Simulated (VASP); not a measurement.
A run of VASP 6.6.1 is set up as follows.

INCAR

```
SYSTEM = Cd4Se3
  ALGO = Normal
  EDIFF = 1E-7
  EDIFFG = -0.08
  ENCUT = 600
  GGA = PE
  IBRION = 2
  ISIF = 3
  ISMEAR = 0
  LASPH = .True.
  LCHARG = .False.
  LREAL = .False.
  LWAVE = .False.
  NELM = 80
  NSW = 36
  PREC = Accurate
  SIGMA = 0.2
```

Contents of KPOINTS:

```
k-points
0
Gamma
  3 3 3
  0 0 0
```

The input POSCAR:

```
Cd4Se3
1.0
    5.2696380400      0.0000000000      0.0000000000
    0.0000000000      5.2696380400      0.0000000000
    0.0000000000      0.0000000000      5.2696380400
Cd Se
4 3
Direct
    0.5000000000      0.5000000000      0.5000000000
    0.5000000000      0.0000000000      0.0000000000
    0.0000000000      0.5000000000      0.0000000000
    0.0000000000      0.0000000000      0.5000000000
    0.5000000000      0.5000000000      0.0000000000
    0.0000000000      0.5000000000      0.5000000000
    0.5000000000      0.0000000000      0.5000000000
```

Potentials or basis: VASP PAW PBE potentials, release 64 (Cd, Se).

Command:

```console
$ cat potpaw_PBE.64/Cd/POTCAR potpaw_PBE.64/Se/POTCAR > POTCAR
$ mpirun -np 1 vasp_std > vasp.out
```

Question: Predict the relaxed cell.

Answer: a = 5.692 Å, b = 5.692 Å, c = 5.692 Å, α = 90.00°, β = 90.00°, γ = 90.00°.

Question: Estimate the band gap on the k mesh.

Answer: Zero (bands 33 and 34 overlap by 1.12 eV).

Question: What does it give for the relaxed volume?

Answer: 26.34 Å³/atom.

Question: Estimate the space group after relaxing (to 0.1 Å).

Answer: Pm-3m (No. 221).

Step by step:
| step | energy change (eV) | largest force (eV/Å) | pressure (GPa) | volume (Å³) |
| --- | --- | --- | --- | --- |
| 1 | 0.0000 | 0.0000 | 19.62 | 146.33 |
| 2 | -1.5698 | 0.0000 | -3.55 | 207.53 |
| 3 | -1.8586 | 0.0000 | 0.07 | 184.39 |

Caveat: the k points lie up to 0.37 Å⁻¹ apart in the final cell, too coarse for converged energies and pressures of a metal; the volume moved by over 15 % at a fixed basis, so the end points are rough.
